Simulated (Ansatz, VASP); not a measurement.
# In: VASP beside Ansatz

```xyz
2
Lattice="-3.7959 3.7702 1.5559 3.7702 -3.7959 1.5559 2.1016 2.1016 -1.6029" Properties=species:S:1:pos:R:3 pbc="T T T"
In   -1.6892    5.8666   -0.0470
In   -0.8587    2.9346    0.7545
```

Alike in both runs: task single point; functional PBEsol; k mesh 13 × 13 × 12; occupations fermi-dirac, width 0.1 eV; no spin polarisation.

```csv
,VASP,Ansatz
version,VASP 6.6.1,Ansatz 0.2.0
potentials or method,"VASP PAW PBE potentials, release 64 (In_d), cutoff 520 eV","plane waves (420 eV) with PAW, scalar-relativistic"
valence electrons in the cell,26,26
```

|  | VASP | Ansatz | Ansatz less VASP |
| --- | --- | --- | --- |
| pressure (GPa) | 2.0 | 2.1 | +0.03 |
| traceless stress, the component that is largest in VASP (GPa) | -0.46 | -0.46 | +0.002 |

VASP's potentials were made for PBE, not for PBEsol, and Ansatz warns of the same on its side.
